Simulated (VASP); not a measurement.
SnO, 4 atoms in the cell. Symmetry: P4/nmm, No. 129, tetragonal system. The conventional cell has a = 3.837 Å, b = 3.837 Å, c = 4.762 Å, α = 90.00°, β = 90.00°, γ = 90.00°. Sn (site symmetry 4mm) has 4 O at 2.24 Å within 3.0 Å. O (site symmetry -4m2) has 4 Sn at 2.24 Å and 4 O at 2.71 Å within 3.0 Å. 

| Quantity | Value |
| --- | --- |
| Program | VASP 6.6.1 |
| Task | single point |
| Functional | PBE |
| Dispersion | D3(BJ) |
| Potentials or basis | VASP PAW PBE potentials, release 64 (Sn_d, O) |
| Cutoff | 600 eV |
| k mesh | 15 × 15 × 12 |
| Occupations | gaussian, width 0.1 eV |
| Spin | no spin polarisation |
| Dipole correction | no |
| Mended | yes |
| Further INCAR settings | ALGO = Normal; EDIFF = 1e-06; NBANDS = 28 |

Potentials or basis: VASP PAW PBE potentials, release 64 (Sn_d, O).

Run with:

```console
$ cat potpaw_PBE.64/Sn_d/POTCAR potpaw_PBE.64/O/POTCAR > POTCAR
$ mpirun -np 1 vasp_std > vasp.out
```

Hardware: 1 thread of AMD EPYC 9R45 96-Core Processor (Zen 5), with other jobs on the host.

Q: Estimate the wall time of this run.

A: Run time: 4.6 min on 1 thread of AMD EPYC 9R45 96-Core Processor (Zen 5), with other jobs on the host, peak memory 0.55 GiB. Counts: scf iterations 14, k points 252.
